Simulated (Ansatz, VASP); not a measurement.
**Ag3BrCl2 in VASP and in Ansatz**

INCAR

```
SYSTEM = Ag3BrCl2
PREC = Accurate
ENCUT = 520
EDIFF = 1E-6
ISMEAR = 0
SIGMA = 0.1
LREAL = .FALSE.
LASPH = .TRUE.
NELM = 150
ALGO = Normal
ISIF = 2
LWAVE = .FALSE.
LCHARG = .FALSE.
ISPIN = 2
MAGMOM = 1 1 1 0 0 0
LORBIT = 11
LMAXMIX = 4
GGA = PE
NBANDS = 40
```

Contents of KPOINTS:

```
regular mesh
0
G
  3 3 4
  0 0 0
```

Contents of POSCAR:

```
Ag3BrCl2
1.0
    6.5135305000      0.0000000000      0.0000000000
   -3.2567652500      5.6408828800      0.0000000000
    0.0000000000      0.0000000000      3.9316707700
Ag Br Cl
3 1 2
Direct
    0.5000000000      0.0000000000      0.5000000000
    0.5000000000      0.5000000000      0.5000000000
    0.0000000000      0.5000000000      0.5000000000
    0.0000000000      0.0000000000      0.0000000000
    0.3333333300      0.6666666700      0.0000000000
    0.6666666700      0.3333333300      0.0000000000
```

Input for Ansatz:

```yaml
crystal:
  lattice:
    - [6.5135305, 0.0, 0.0]
    - [-3.25676525, 5.64088288, 0.0]
    - [0.0, 0.0, 3.93167077]
  atoms:
    - { symbol: Ag, position: [0.5, 0.0, 0.5], spin: 1.0 }
    - { symbol: Ag, position: [0.5, 0.5, 0.5], spin: 1.0 }
    - { symbol: Ag, position: [0.0, 0.5, 0.5], spin: 1.0 }
    - { symbol: Br, position: [0.0, 0.0, 0.0] }
    - { symbol: Cl, position: [0.33333333, 0.66666667, 0.0] }
    - { symbol: Cl, position: [0.66666667, 0.33333333, 0.0] }
basis:
  ecutwfc: 420
kpoints:
  mp_grid: { grid: [3, 3, 4] }
hamiltonian:
  xc: pbe
scf:
  occupations: { method: gaussian, width: 0.1 }
  lower_state_search: "off"
output:
  forces: true
  stress: true
  eigenvalues: true
  populations: true
magnetization:
  spin_polarized: true
```

Change from the starting cell: species swapped into the YCo3B2 type (P6/mmm, No. 191).

Alike in both runs: task single point; functional PBE; k mesh 3 × 3 × 4; occupations gaussian, width 0.1 eV; collinear spin.

```csv
,VASP,Ansatz
version,VASP 6.6.1,Ansatz 0.2.0
potentials or method,"VASP PAW PBE potentials, release 64 (Ag, Br, Cl), cutoff 520 eV","scalar-relativistic, plane waves, PAW"
valence electrons in the cell,54,78
```

```tsv
	VASP	Ansatz	Ansatz less VASP
gap on the k mesh at the Fermi level (eV)	none	none	-
pressure (GPa)	-0.1	0.0	+0.11
traceless stress, the component that is largest in VASP (GPa)	-0.22	-0.20	+0.022
net moment per atom (μB)	0.00	0.00	-0.003
```

A gap of «none» marks a metal or a gap that the smearing closes. The functional is the same, so the differences come from potentials, cutoffs and numerics. VASP's potentials hold 54 valence electrons a cell and Ansatz's 78, so a difference there can come from the potentials and not from the codes. Ansatz's warnings: seeded moment not kept.

The k mesh is coarse, so the values compare programs but aren't converged.
